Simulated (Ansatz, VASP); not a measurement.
# One calculation of Na3BPd, two programs

```
Na B Pd
1.0
     0.00049   -0.03550    4.08331
     4.97189    0.00403    0.00118
    -0.01335   11.45395   -0.11284
Na B Pd
6 2 2
Cartesian
  2.4803 5.7041 2.0863
  2.4863 -0.0270 4.2665
  4.9691 1.7051 2.0675
  4.9600 7.4457 0.1310
  4.9687 4.0142 0.1626
  4.9606 9.7245 2.0500
  2.4835 2.8580 1.1132
  2.4760 8.5793 1.0929
  2.4852 2.8336 3.1567
  2.4757 8.5617 3.1339
```

Change from the starting cell: cell x2, atoms moved at random (sigma 0.05 Å) and cell strained at random (1.5 %), then relaxed without symmetry.

Alike in both runs: functional PBE; k mesh 6 × 4 × 2; occupations gaussian, width 0.2 eV; no spin polarisation.

Ansatz relaxed the structure, and its values are those at the end. VASP's run is a single point on that final structure, the one shown.

```csv
,VASP,Ansatz
version,VASP 6.6.1,Ansatz 0.2.0
potentials or method,"VASP PAW PBE potentials, release 64 (Na_pv, B, Pd), cutoff 520 eV","scalar-relativistic, plane waves, PAW"
valence electrons in the cell,68,96
```

```csv
,VASP,Ansatz,Ansatz less VASP
gap on the k mesh at the Fermi level (eV),none,none,-
pressure (GPa),0.0,0.0,-0.01
rms of the force components (eV/Å),0.008,0.008,-0.0002
```

A gap of «none» marks a metal or a gap that the smearing closes. VASP's potentials hold 68 valence electrons a cell and Ansatz's 96, so a difference there can come from the potentials and not from the codes.
